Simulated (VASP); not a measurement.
# Hf3B2 in VASP: a series of runs

Hf3B2 is run at these levels: PBE; tasks: single point.

All numbers are computed with VASP 6.6.1; they aren't measurements. Logs are shortened: lines on timing, memory, paths and dates and some standing lists are left out, and cuts for length are marked.

### 1 The cell of the first run

The typed cell holds 5 atoms: a = 4.433 Å, b = 4.433 Å, c = 4.430 Å, α = 90.00°, β = 90.00°, γ = 90.00°.

### 2 Single point, PBE

INCAR reads:

```
PREC = Accurate
ENCUT = 520
EDIFF = 1E-7
ISMEAR = 0
SIGMA = 0.1
LREAL = False
LASPH = True
NELM = 60
ALGO = Normal
ISIF = 2
LWAVE = False
LCHARG = False
GGA = PE
NBANDS = 26
```

KPOINTS reads:

```
Automatic mesh
0
Gamma
  4 4 4
```

POSCAR reads:

```
Hf3B2
1.0
    4.4325269310      0.0000000000      0.0000000000
    0.0000000000      4.4325269310      0.0000000000
    0.0000000000      0.0000000000      4.4298541646
Hf B
3 2
Direct
    0.0000000000      0.5000000000     -0.0000180626
    0.0000000000      0.0000000000      0.5000000000
    0.5000000000      0.0000000000      1.0000180626
    0.5000000000      0.5000000000      0.5000000000
    0.0000000000      0.0000000000      0.0000000000
```

Potentials or basis: VASP PAW PBE potentials, release 64 (Hf_pv, B).

The run is started by

```sh
$ cat potpaw_PBE.64/Hf_pv/POTCAR potpaw_PBE.64/B/POTCAR > POTCAR
$ mpirun -np 1 vasp_std > vasp.out
```

OUTCAR:

```text
PREC = Accurate
   ENCUT = 520
   EDIFF = 1E-7
   ISMEAR = 0
   LREAL = False
   LASPH = True
   NELM = 60
   ISIF = 2
   GGA = PE

 ion  position               nearest neighbor table
   1  0.000  0.500  1.000-   5 2.22   5 2.22   2 3.13   2 3.13   2 3.13   2 3.13   3 3.13   3 3.13
                             3 3.13   3 3.13
   2  0.000  0.000  0.500-   5 2.21   5 2.21   1 3.13   3 3.13   1 3.13   3 3.13   1 3.13   1 3.13
                             3 3.13   3 3.13
   3  0.500  0.000  0.000-   5 2.22   5 2.22   2 3.13   2 3.13   2 3.13   2 3.13   1 3.13   1 3.13
                             1 3.13   1 3.13
   4  0.500  0.500  0.500-
   5  0.000  0.000  0.000-   2 2.21   2 2.21   3 2.22   1 2.22   1 2.22   3 2.22

  LATTYP: Found a simple tetragonal cell.
 ALAT       =     4.4325269310
 C/A-ratio  =     0.9993970107

  Lattice vectors:

 A1 = (   4.4325269310,   0.0000000000,   0.0000000000)
 A2 = (   0.0000000000,   4.4325269310,   0.0000000000)
 A3 = (   0.0000000000,   0.0000000000,   4.4298541646)

Analysis of symmetry for initial positions (statically):
=====================================================================
 Subroutine PRICEL returns:
 Original cell was already a primitive cell.

 Routine SETGRP: Setting up the symmetry group for a
 simple tetragonal supercell.

 Subroutine GETGRP returns: Found  8 space group operations
 (whereof  8 operations were pure point group operations)
 out of a pool of 16 trial point group operations.

The static configuration has the point symmetry D_2d.

Analysis of symmetry for dynamics (positions and initial velocities):
=====================================================================
 Subroutine PRICEL returns:
 Original cell was already a primitive cell.

 Routine SETGRP: Setting up the symmetry group for a
 simple tetragonal supercell.

 Subroutine GETGRP returns: Found  8 space group operations
 (whereof  8 operations were pure point group operations)
 out of a pool of 16 trial point group operations.

The dynamic configuration has the point symmetry D_2d.

 Subroutine INISYM returns: Found  8 space group operations
 (whereof  8 operations are pure point group operations),
 and found     1 'primitive' translations

----------------------------------------------------------------------------------------

                                     Primitive cell

  volume of cell :      87.0347

  direct lattice vectors                    reciprocal lattice vectors
     4.432526931  0.000000000  0.000000000     0.225604946  0.000000000  0.000000000
     0.000000000  4.432526931  0.000000000     0.000000000  0.225604946  0.000000000
     0.000000000  0.000000000  4.429854165     0.000000000  0.000000000  0.225741066

  length of vectors
     4.432526931  4.432526931  4.429854165     0.225604946  0.225604946  0.225741066

  position of ions in fractional coordinates (direct lattice)
     0.000000000  0.500000000  0.999981937
     0.000000000  0.000000000  0.500000000
     0.500000000  0.000000000  0.000018063
     0.500000000  0.500000000  0.500000000
     0.000000000  0.000000000  0.000000000

  ion indices of the primitive-cell ions
   primitive index   ion index
                 1           1
                 2           2
                 3           3
                 4           4
                 5           5

----------------------------------------------------------------------------------------

 KPOINTS: Automatic mesh

Automatic generation of k-mesh.
 Grid dimensions read from file:
 generate k-points for:    4    4    4

 Generating k-lattice:

  Cartesian coordinates                     Fractional coordinates (reciprocal lattice)
     0.056401237  0.000000000  0.000000000     0.250000000  0.000000000  0.000000000
     0.000000000  0.056401237  0.000000000     0.000000000  0.250000000  0.000000000
     0.000000000  0.000000000  0.056435266     0.000000000  0.000000000  0.250000000

  Length of vectors
     0.056401237  0.056401237  0.056435266

  Shift w.r.t. Gamma in fractional coordinates (k-lattice)
     0.000000000  0.000000000  0.000000000

 Subroutine IBZKPT returns following result:
 ===========================================

 Found     18 irreducible k-points:

 Following reciprocal coordinates:
            Coordinates               Weight
  0.000000  0.000000  0.000000      1.000000
  0.250000  0.000000  0.000000      4.000000
  0.500000  0.000000  0.000000      2.000000
  0.250000  0.250000  0.000000      4.000000
  0.500000  0.250000  0.000000      4.000000
  0.500000  0.500000  0.000000      1.000000
[... 10 lines left out ...]
  0.500000  0.250000  0.500000      4.000000
  0.500000  0.500000  0.500000      1.000000
   k-points           NKPTS =     18   k-points in BZ     NKDIM =     18   number of bands    NBANDS=     26
   number of dos      NEDOS =    301   number of ions     NIONS =      5
   total plane-waves  NPLWV =  46656
   dimension x,y,z NGX =    36 NGY =   36 NGZ =   36
   dimension x,y,z NGXF=    72 NGYF=   72 NGZF=   72
   ions per type =               3   2
   NGX,Y,Z   is equivalent  to a cutoff of  13.50, 13.50, 13.51 a.u.
   NGXF,Y,Z  is equivalent  to a cutoff of  27.00, 27.00, 27.02 a.u.
 SYSTEM =  unknown system
   PREC   = accura    normal or accurate (medium, high low for compatibility)
   ISTART =      0    job   : 0-new  1-cont  2-samecut
   ICHARG =      2    charge: 1-file 2-atom 10-const
   ISPIN  =      1    spin polarized calculation?
   LNONCOLLINEAR =      F non collinear calculations
   LSORBIT =      F    spin-orbit coupling
   LASPH  =      T    aspherical Exc in radial PAW
   ENCUT  =  520.0 eV  38.22 Ry    6.18 a.u.   8.24  8.24  8.24*2*pi/ulx,y,z
   NELM   =     60;   NELMIN=  2; NELMDL= -5     # of ELM steps
   EDIFF  = 0.1E-06   stopping-criterion for ELM
   LREAL  =      F    real-space projection
   EDIFFG = 0.1E-05   stopping-criterion for IOM
   NSW    =      0    number of steps for IOM
   IBRION =     -1    ionic relax: 0-MD 1-quasi-New 2-CG
   NFREE  =      0    steps in history (QN), initial steepest desc. (CG)
   ISIF   =      2    stress and relaxation
   ISYM   =      2    0-nonsym 1-usesym 2-fastsym
   POTIM  = 0.5000    time-step for ionic-motion
   TEBEG  =    0.0;   TEEND  =   0.0 temperature during run
   PSTRESS=    0.0 pullay stress
   NELECT =      36.0000    total number of electrons
   NUPDOWN=      -1.0000    fix difference up-down
   EMIN   =  10.00;   EMAX   =-10.00  energy-range for DOS
   EFERMI =   0.00;   METHOD = LEGACY
   ISMEAR =     0;   SIGMA  =   0.10  broadening in eV -4-tet -1-fermi 0-gaus
   EFERMI_NEDOS =   21; number of points for ismear=-14 and -15
   IALGO  =     38    algorithm
   IMIX   =      4    mixing-type and parameters
     AMIX     =   0.40;   BMIX     =  1.00
     AMIX_MAG =   1.60;   BMIX_MAG =  1.00
  volume/ion in A,a.u.               =      17.41       117.47
  Fermi-wavevector in a.u.,A,eV,Ry     =   1.219771  2.305033 20.243306  1.487841
  Thomas-Fermi vector in A             =   2.355011
   LORBIT       =      0    0 simple, 1 ext, 2 COOP (PROOUT), +10 PAW based schemes
   GGA     = PE    functional components
   LHFCALC =     F    Hartree Fock is set to
   AEXX    =    0.0000 exact exchange contribution
   IVDW    =     0    specifies the selected vdW correction
   LEPSILON=     F    determine dielectric tensor
   LRPA    =     F    only Hartree local field effects (RPA)
 non-spin polarized calculation
 Gauss-broadening in eV      SIGMA  =   0.10
  energy-cutoff  :      520.00
  volume of cell :       87.03
 maximum number of plane-waves:      2360
 NGX is ok and might be reduce to    36
   NGX = 17   NGY = 17   NGZ = 17

 number of electron      36.0000000 magnetization

 Free energy of the ion-electron system (eV)
  ---------------------------------------------------
  ext. energy  EPLUGINS =         0.00000000
  ---------------------------------------------------
  free energy    TOTEN  =       -41.72859520 eV

  energy without entropy =      -41.70785023  energy(sigma->0) =      -41.71822272

 E-fermi :   4.4482     XC(G=0): -11.0299

 val. band max:        4.3974281484   @ k =   0.5000   0.2500   0.0000
 cond. band min:       4.4772312654   @ k =   0.5000   0.0000   0.0000
 fundamental gap:      0.0798031169
 Fermi energy:         4.4481733033

 k-point     1 :       0.0000    0.0000    0.0000
  band No.  band energies     occupation
      1     -26.4064      2.00000
      2     -26.4063      2.00000
      3     -26.4063      2.00000
      4     -26.0794      2.00000
      5     -26.0783      2.00000
      6     -26.0783      2.00000
[... 18 lines left out ...]
     25       7.4425      0.00000
     26       7.4460      0.00000

 k-point     2 :       0.2500    0.0000    0.0000
  band No.  band energies     occupation
      1     -26.3574      2.00000
      2     -26.3573      2.00000
      3     -26.3298      2.00000
      4     -26.0968      2.00000
      5     -26.0961      2.00000
      6     -26.0835      2.00000
[... 18 lines left out ...]
     25       8.3979      0.00000
     26       8.4017      0.00000

 k-point     3 :       0.5000    0.0000    0.0000
  band No.  band energies     occupation
      1     -26.2887      2.00000
      2     -26.2882      2.00000
      3     -26.1979      2.00000
      4     -26.1327      2.00000
      5     -26.1326      2.00000
      6     -26.0887      2.00000
[... 398 lines left out ...]
 k-point    17 :       0.5000    0.2500    0.5000
  band No.  band energies     occupation
      1     -26.4808      2.00000
      2     -26.3911      2.00000
      3     -26.3167      2.00000
      4     -26.3161      2.00000
      5     -25.9578      2.00000
      6     -25.9561      2.00000
[... 18 lines left out ...]
     25       8.0297      0.00000
     26       8.5165      0.00000

 k-point    18 :       0.5000    0.5000    0.5000
  band No.  band energies     occupation
      1     -26.5905      2.00000
      2     -26.3906      2.00000
      3     -26.3902      2.00000
      4     -26.3902      2.00000
      5     -25.8831      2.00000
      6     -25.8812      2.00000
[... 18 lines left out ...]
     25       8.3438      0.00000
     26       8.3503      0.00000

------------------------ aborting loop because EDIFF is reached ----------------------------------------

  FORCE on cell =-STRESS in cart. coord.  units (eV):
  Direction    XX          YY          ZZ          XY          YZ          ZX
  --------------------------------------------------------------------------------------
  -------------------------------------------------------------------------------------
  Total       -0.1052395     -0.1052395     -0.0164465      0.0000000     -0.0000000      0.0000000
  in kB       -1.9373017     -1.9373017     -0.3027553      0.0000000     -0.0000000      0.0000000
  external PRESSURE =      -1.3924529 kB  Pullay stress =       0.0000000 kB

 VOLUME and BASIS-vectors are now :
 -----------------------------------------------------------------------------
  energy-cutoff  :      520.00
  volume of cell :       87.03
      direct lattice vectors                 reciprocal lattice vectors
     4.432526931  0.000000000  0.000000000     0.225604946  0.000000000  0.000000000
     0.000000000  4.432526931  0.000000000     0.000000000  0.225604946  0.000000000
     0.000000000  0.000000000  4.429854165     0.000000000  0.000000000  0.225741066

 POSITION                                       TOTAL-FORCE (eV/Angst)
 -----------------------------------------------------------------------------------
      0.00000      2.21626      4.42977        -0.000000     -0.000000      0.000576
      0.00000      0.00000      2.21493        -0.000000     -0.000000      0.000000
      2.21626      0.00000      0.00008        -0.000000     -0.000000     -0.000576
      2.21626      2.21626      2.21493        -0.000000      0.000000      0.000000
      0.00000      0.00000      0.00000         0.000000     -0.000000      0.000000
 -----------------------------------------------------------------------------------
    total drift:                                0.000000      0.000000      0.000000

  FREE ENERGIE OF THE ION-ELECTRON SYSTEM (eV)
  ---------------------------------------------------
  free  energy   TOTEN  =       -41.7285951992 eV

  energy  without entropy=      -41.7078502326  energy(sigma->0) =      -41.71822272
```

Wall time 59 s (1 thread of Intel Xeon 8259CL, shared host); peak memory 0.21 GiB.

Results:

- Free energy: -41.7286 eV
- Pressure: -0.1 GPa
- Band gap on the k mesh: zero (bands 18 and 19 overlap by 1.89 eV)

Stress tensor (GPa, compression positive):
```
-0.19  0.00  0.00
 0.00 -0.19  0.00
 0.00  0.00 -0.03
```

Caveat: spin-orbit coupling is left out, which moves the levels of the heavy elements.

(Part 1 of 2 ends here.)

The gap in the log of VASP goes by the Fermi energy; the results here count the filled bands.